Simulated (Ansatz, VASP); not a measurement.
**Si2Ni: VASP beside Ansatz**

```
Si Ni
1.0
     3.82262    0.00000    0.00000
     1.91131    3.31049    0.00000
     1.91131    1.10350    3.12116
Si Ni
2 1
Cartesian
  1.9113 1.1035 0.7803
  5.7339 3.3105 2.3409
  0.0000 0.0000 0.0000
```

Alike in both runs: task single point; functional PBE; k mesh 11 × 11 × 11; occupations gaussian, width 0.05 eV; collinear spin.

|  | VASP | Ansatz |
| --- | --- | --- |
| version | VASP 6.6.1 | Ansatz 0.2.0 |
| potentials or method | VASP PAW PBE potentials, release 64 (Si, Ni) | plane waves, PAW |
| plane-wave cutoff (eV) | 520 | 420 |
| valence electrons in the cell | 18 | 26 |

```csv
,VASP,Ansatz,Ansatz less VASP
net moment per atom (μB),0.00,0.00,0.000
```

VASP's potentials hold 18 valence electrons a cell and Ansatz's 26, so a difference there can come from the potentials and not from the codes. Ansatz's warnings: seeded moment not kept.
